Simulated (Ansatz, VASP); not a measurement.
**Os in VASP and in Ansatz**

```
Os
1.0
     0.00000    1.94500    1.94500
     1.94500    0.00000    1.94500
     1.94500    1.94500    0.00000
Os
1
Cartesian
  0.0000 0.0000 0.0000
```

Alike in both runs: task single point; functional LDA; k mesh 11 × 11 × 11; no spin polarisation.

|  | VASP | Ansatz |
| --- | --- | --- |
| version | VASP 6.6.1 | Ansatz 0.2.0 |
| potentials or method | VASP PAW LDA potentials, release 64 (Os) | plane waves, PAW |
| plane-wave cutoff (eV) | 520 | 420 |
| occupations | fermi-dirac, width 0.1 eV | fermi-dirac |
| valence electrons in the cell | 8 | 16 |

|  | VASP | Ansatz | Ansatz less VASP |
| --- | --- | --- | --- |
| gap on the k mesh at the Fermi level (eV) | none | none | - |
| pressure (GPa) | -24.8 | -25.2 | -0.45 |

LDA's correlation is that of Perdew and Zunger in VASP and of Perdew and Wang (1992) in Ansatz. A gap of «none» marks a metal or a gap that the smearing closes. VASP's potentials hold 8 valence electrons a cell and Ansatz's 16, so a difference there can come from the potentials and not from the codes.

Spin-orbit coupling is off throughout.
